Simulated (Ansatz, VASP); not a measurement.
## MgO in VASP and in Ansatz

```xyz
2
Lattice="2.9380 0.0000 0.0000 -1.4690 2.5444 0.0000 0.0000 0.0000 2.6797" Properties=species:S:1:pos:R:3 pbc="T T T"
Mg    0.0000    0.0000    0.0000
O     0.0000    1.6963    1.3398
```

Alike in both runs: task single point; functional PBE; k mesh 6 × 6 × 6; no spin polarisation.

```csv
,VASP,Ansatz
version,VASP 6.6.1,Ansatz 0.2.0
potentials or method,"VASP PAW PBE potentials, release 64 (Mg, O), cutoff 600 eV","scalar-relativistic, plane waves, PAW"
occupations,"gaussian, width 0.01 eV",fixed
valence electrons in the cell,8,16
```

|  | VASP | Ansatz | Ansatz less VASP |
| --- | --- | --- | --- |
| gap on the k mesh at the Fermi level (eV) | 3.00 | 3.02 | +0.019 |
| least direct gap on the mesh (eV) | 3.40 | 3.42 | +0.017 |
| pressure (GPa) | -0.9 | 0.0 | +0.84 |

VASP's potentials hold 8 valence electrons a cell and Ansatz's 16, so a difference there can come from the potentials and not from the codes. Ansatz's warnings: force scf threshold loose, stress scf threshold loose.
